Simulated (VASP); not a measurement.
# Al3GaSb4 (I-42m) in VASP: relaxation of shape and atoms at fixed volume with PBE

Aim: the relaxation of shape and atoms at fixed volume of Al3GaSb4 with PBE.

All numbers are computed with VASP 6.6.1; they aren't measurements. Logs are shortened: lines on timing, memory, paths and dates and some standing lists are left out, and cuts for length are marked.

### Step 1. The cell of the first run

It takes space group I-42m (No. 121, tetragonal). The conventional cell has a = 5.963 Å, b = 5.963 Å, c = 11.926 Å, α = 90.00°, β = 90.00°, γ = 90.00°. Within 3.4 Å of Al (site symmetry -42m) lie 4 Sb at 2.58 Å. Within 3.4 Å of Al (site symmetry -4) lie 4 Sb at 2.58 Å. Ga (site symmetry -42m) has 4 Sb at 2.58 Å within 3.4 Å. Within 3.4 Å of Sb (site symmetry m) lie 1 Ga at 2.58 Å and 3 Al at 2.58 Å.

### Step 2. Relaxation of shape and atoms at fixed volume, PBE (26.50 Å³/atom)

Input file INCAR:

```
SYSTEM = Al3GaSb4
ALGO = Normal
EDIFF = 1E-7
EDIFFG = -0.01
ENCUT = 600
GGA = PE
IBRION = 2
ISIF = 4
ISMEAR = 0
LASPH = .True.
LCHARG = .False.
LREAL = .False.
LWAVE = .False.
NELM = 80
NSW = 50
PREC = Accurate
SIGMA = 0.02
```

Input file KPOINTS:

```
k-points
0
Gamma
  6 6 6
  0 0 0
```

Input file POSCAR:

```
Al3GaSb4
1.0
   -2.9814945915      2.9814945915      5.9627849895
    2.9814945915     -2.9814945915      5.9627849895
    2.9814945915      2.9814945915     -5.9627849895
Al Ga Sb
3 1 4
Direct
    0.5000000000      0.5000000000      0.0000000000
    0.2500000000      0.7500000000      0.5000000000
    0.7500000000      0.2500000000      0.5000000000
    0.0000000000      0.0000000000      0.0000000000
    0.6254937410      0.6254937410      0.5008943829
    0.1245993581      0.1245993581      0.4991056171
    0.8754006419      0.3745062590      0.0000000000
    0.3745062590      0.8754006419      0.0000000000
```

Potentials or basis: VASP PAW PBE potentials, release 64 (Al, Ga_d, Sb).

Run with:

```sh
$ cat potpaw_PBE.64/Al/POTCAR potpaw_PBE.64/Ga_d/POTCAR potpaw_PBE.64/Sb/POTCAR > POTCAR
$ mpirun -np 1 vasp_std > vasp.out
```

OUTCAR:

```text
SYSTEM = Al3GaSb4
   EDIFF = 1E-7
   EDIFFG = -0.01
   ENCUT = 600
   GGA = PE
   IBRION = 2
   ISIF = 4
   ISMEAR = 0
   LASPH = .True.
   LREAL = .False.
   NELM = 80
   NSW = 50
   PREC = Accurate

 ion  position               nearest neighbor table
   1  0.500  0.500  0.000-   5 2.58   6 2.58   8 2.58   7 2.58
   2  0.250  0.750  0.500-   5 2.58   8 2.58   7 2.58   6 2.58
   3  0.750  0.250  0.500-   5 2.58   7 2.58   8 2.58   6 2.58
   4  0.000  0.000  0.000-   5 2.58   6 2.58   7 2.58   8 2.58
   5  0.625  0.625  0.501-   4 2.58   3 2.58   2 2.58   1 2.58
   6  0.125  0.125  0.499-   4 2.58   3 2.58   2 2.58   1 2.58
   7  0.875  0.375  0.000-   4 2.58   2 2.58   3 2.58   1 2.58
   8  0.375  0.875  0.000-   4 2.58   3 2.58   2 2.58   1 2.58

  LATTYP: Found a body centered tetragonal cell.
 ALAT       =     5.9629891830
 C/A-ratio  =     1.9999315130

  Lattice vectors:

 A1 = (  -2.9814945915,   2.9814945915,   5.9627849895)
 A2 = (   2.9814945915,  -2.9814945915,   5.9627849895)
 A3 = (   2.9814945915,   2.9814945915,  -5.9627849895)

Analysis of symmetry for initial positions (statically):
=====================================================================
 Subroutine PRICEL returns:
 Original cell was already a primitive cell.

 Routine SETGRP: Setting up the symmetry group for a
 body centered tetragonal supercell.

 Subroutine GETGRP returns: Found  8 space group operations
 (whereof  8 operations were pure point group operations)
 out of a pool of 16 trial point group operations.

The static configuration has the point symmetry D_2d.

Analysis of symmetry for dynamics (positions and initial velocities):
=====================================================================
 Subroutine PRICEL returns:
 Original cell was already a primitive cell.

 Routine SETGRP: Setting up the symmetry group for a
 body centered tetragonal supercell.

 Subroutine GETGRP returns: Found  8 space group operations
 (whereof  8 operations were pure point group operations)
 out of a pool of 16 trial point group operations.

The dynamic configuration has the point symmetry D_2d.

 Subroutine INISYM returns: Found  8 space group operations
 (whereof  8 operations are pure point group operations),
 and found     1 'primitive' translations

----------------------------------------------------------------------------------------

[... 112 lines left out ...]
   POTIM  = 0.5000    time-step for ionic-motion
   TEBEG  =    0.0;   TEEND  =   0.0 temperature during run
   PSTRESS=    0.0 pullay stress
   NELECT =      42.0000    total number of electrons
   NUPDOWN=      -1.0000    fix difference up-down
   EMIN   =  10.00;   EMAX   =-10.00  energy-range for DOS
   EFERMI =   0.00;   METHOD = LEGACY
   ISMEAR =     0;   SIGMA  =   0.02  broadening in eV -4-tet -1-fermi 0-gaus
   EFERMI_NEDOS =   21; number of points for ismear=-14 and -15
   IALGO  =     38    algorithm
   IMIX   =      4    mixing-type and parameters
     AMIX     =   0.40;   BMIX     =  1.00
     AMIX_MAG =   1.60;   BMIX_MAG =  1.00
  volume/ion in A,a.u.               =      26.50       178.85
  Fermi-wavevector in a.u.,A,eV,Ry     =   0.954331  1.803423 12.391465  0.910747
  Thomas-Fermi vector in A             =   2.083067
   LORBIT       =      0    0 simple, 1 ext, 2 COOP (PROOUT), +10 PAW based schemes
   GGA     = PE    functional components
   LHFCALC =     F    Hartree Fock is set to
   AEXX    =    0.0000 exact exchange contribution
   IVDW    =     0    specifies the selected vdW correction
   LEPSILON=     F    determine dielectric tensor
   LRPA    =     F    only Hartree local field effects (RPA)
 conjugate gradient relaxation of ions
 non-spin polarized calculation
 Gauss-broadening in eV      SIGMA  =   0.02
  energy-cutoff  :      600.00
  volume of cell :      212.02
 maximum number of plane-waves:      7104
 NGX is ok and might be reduce to    60
   NGX = 29   NGY = 29   NGZ = 29

--------------------------------------- Ionic step        1  -------------------------------------------

 number of electron      42.0000002 magnetization

 Free energy of the ion-electron system (eV)
  ---------------------------------------------------
  ext. energy  EPLUGINS =         0.00000000
  ---------------------------------------------------
  free energy    TOTEN  =       -31.30174995 eV

  energy without entropy =      -31.30174995  energy(sigma->0) =      -31.30174995

------------------------ aborting loop because EDIFF is reached ----------------------------------------

  FORCE on cell =-STRESS in cart. coord.  units (eV):
  Direction    XX          YY          ZZ          XY          YZ          ZX
  --------------------------------------------------------------------------------------
  -------------------------------------------------------------------------------------
  Total       11.2504080     11.2504080     11.2474296      0.0000000     -0.0000000      0.0000000
  in kB       85.0161947     85.0161947     84.9936881      0.0000000     -0.0000000      0.0000000
  external PRESSURE =      85.0086925 kB  Pullay stress =       0.0000000 kB
[... 71 lines left out ...]
--------------------------------------- Ionic step        3  -------------------------------------------

 number of electron      42.0000002 magnetization

 Free energy of the ion-electron system (eV)
  ---------------------------------------------------
  ext. energy  EPLUGINS =         0.00000000
  ---------------------------------------------------
  free energy    TOTEN  =       -31.30191658 eV

  energy without entropy =      -31.30191658  energy(sigma->0) =      -31.30191658

 E-fermi :   5.7671     XC(G=0):  -9.0991

 val. band max:        5.6772120210   @ k =   0.0000   0.0000   0.0000
 cond. band min:       6.5708214722   @ k =   0.5000   0.5000   0.5000
 fundamental gap:      0.8936094512
 Fermi energy:         5.7671171729

 k-point     1 :       0.0000    0.0000    0.0000
  band No.  band energies     occupation
      1      -9.2867      2.00000
      2      -9.2867      2.00000
      3      -9.2861      2.00000
      4      -9.2281      2.00000
      5      -9.2281      2.00000
      6      -5.7834      2.00000
[... 685 lines left out ...]
     25       7.9309      0.00000
     26       8.2201      0.00000

 [... further k-points ...]

------------------------ aborting loop because EDIFF is reached ----------------------------------------

  FORCE on cell =-STRESS in cart. coord.  units (eV):
  Direction    XX          YY          ZZ          XY          YZ          ZX
  --------------------------------------------------------------------------------------
  -------------------------------------------------------------------------------------
  Total       11.2472784     11.2472784     11.2465341      0.0000000      0.0000000      0.0000000
  in kB       84.9925456     84.9925456     84.9869206      0.0000000      0.0000000      0.0000000
  external PRESSURE =      84.9906706 kB  Pullay stress =       0.0000000 kB
[... 23 lines left out ...]
  FREE ENERGIE OF THE ION-ELECTRON SYSTEM (eV)
  ---------------------------------------------------
  free  energy   TOTEN  =       -31.3019165818 eV

  energy  without entropy=      -31.3019165818  energy(sigma->0) =      -31.30191658

 reached required accuracy - stopping structural energy minimisation
```

OSZICAR:

```text
N       E                     dE             d eps       ncg     rms          rms(c)
DAV:   1     0.267840220384E+03    0.26784E+03   -0.17498E+04  1600   0.164E+03
DAV:   2    -0.174652520409E+01   -0.26959E+03   -0.26363E+03  1762   0.321E+02
DAV:   3    -0.306636556711E+02   -0.28917E+02   -0.27769E+02  1898   0.100E+02
[... 19 lines left out ...]
       N       E                     dE             d eps       ncg     rms          rms(c)
DAV:   1    -0.313019071664E+02   -0.24271E-04   -0.15801E-03  1630   0.185E-01    0.114E-02
DAV:   2    -0.313019169331E+02   -0.97667E-05   -0.10727E-04  2050   0.459E-02    0.466E-03
DAV:   3    -0.313019165997E+02    0.33331E-06   -0.24560E-06  2174   0.108E-02    0.317E-03
DAV:   4    -0.313019165818E+02    0.17939E-07   -0.70931E-07  1890   0.404E-03
   3 F= -.31301917E+02 E0= -.31301917E+02  d E =-.166632E-03
```

CONTCAR:

```text
Al3GaSb4
   1.00000000000000
    -2.9815258480436420    2.9815258480436420    5.9626599695727416
     2.9815258480436420   -2.9815258480436420    5.9626599695727416
     2.9815258480436420    2.9815258480436420   -5.9626599695727416
  Al              Ga              Sb
     3     1     4
Direct
     0.5000000000000000    0.5000000000000000    0.0000000000000000
     0.2500000000000000    0.7500000000000000    0.5000000000000000
     0.7500000000000000    0.2500000000000000    0.5000000000000000
     0.0000000000000000    0.0000000000000000    0.0000000000000000
     0.6258706987859581    0.6258706987859581    0.5013863619072754
     0.1244843368786828    0.1244843368786828    0.4986136380927246
     0.8755156631213172    0.3741293012140418    0.0000000000000000
     0.3741293012140418    0.8755156631213172    0.0000000000000000

  0.00000000E+00  0.00000000E+00  0.00000000E+00
  0.00000000E+00  0.00000000E+00  0.00000000E+00
  0.00000000E+00  0.00000000E+00  0.00000000E+00
  0.00000000E+00  0.00000000E+00  0.00000000E+00
  0.00000000E+00  0.00000000E+00  0.00000000E+00
  0.00000000E+00  0.00000000E+00  0.00000000E+00
  0.00000000E+00  0.00000000E+00  0.00000000E+00
  0.00000000E+00  0.00000000E+00  0.00000000E+00
```

Run time: 4.1 min. Hardware: 1 thread of Intel Xeon 6975P-C (Granite Rapids), shared host; peak memory 0.65 GiB.

Results:

| Quantity | Value |
| --- | --- |
| Free energy | -31.3019 eV |
| Energy gained by relaxing | 0.0 meV/atom |
| Ionic steps | 3 |
| Pressure after relaxing | 8.5 GPa |
| Largest force after relaxing | 0.003 eV/Å |
| Band gap on the k mesh | 0.89 eV (least direct gap 1.06 eV) |

Forces in eV/Å, atoms in the order of the input:
```
Al   0.000  0.000  0.000
Al   0.000  0.000  0.000
Al   0.000  0.000  0.000
Ga   0.000  0.000  0.000
Sb   0.002  0.002 -0.002
Sb  -0.002 -0.002 -0.002
Sb  -0.002  0.002  0.002
Sb   0.002 -0.002  0.002
```

Step by step:
```
step  energy change (eV)  largest force (eV/Å)  pressure (GPa)  volume (Å³)
   1              0.0000                0.0307            8.50       212.02
   2             -0.0001                0.0139            8.50       212.02
   3             -0.0002                0.0033            8.50       212.02
```

Final structure:
```xyz
8
Lattice="-2.9815 2.9815 5.9627 2.9815 -2.9815 5.9627 2.9815 2.9815 -5.9627" Properties=species:S:1:pos:R:3 pbc="T T T"
Al    0.0000    0.0000    5.9627
Al    2.9815    0.0000    2.9813
Al    0.0000    2.9815    2.9813
Ga    0.0000    0.0000    0.0000
Sb    1.4949    1.4949    4.4741
Sb    1.4866    1.4866   -1.4885
Sb   -1.4949    1.4949    7.4512
Sb    1.4949   -1.4949    7.4512
```

Levels at points of the mesh, in eV from the valence-band top:
```
           k point  band 17  band 18  band 19  band 20  band 21  band 22  band 23  band 24  band 25  band 26
(0.00, 0.00, 0.00)    -2.54    -2.54    -0.01     0.00     0.00     1.06     1.13     1.97     3.05     3.05
(0.50, 0.00, 0.00)    -2.30    -2.22    -2.22    -1.26    -1.20     2.41     2.73     2.91     2.99     3.53
(0.50, 0.50, 0.00)    -1.16    -1.08    -1.07    -1.06    -1.05     1.04     1.58     2.54     2.56     3.65
(0.50, 0.50, 0.50)    -2.53    -1.68    -1.68    -1.59    -1.59     0.89     1.05     1.05     1.41     1.55
```

Caveat: spin-orbit coupling is left out, which moves the levels of the heavy elements.
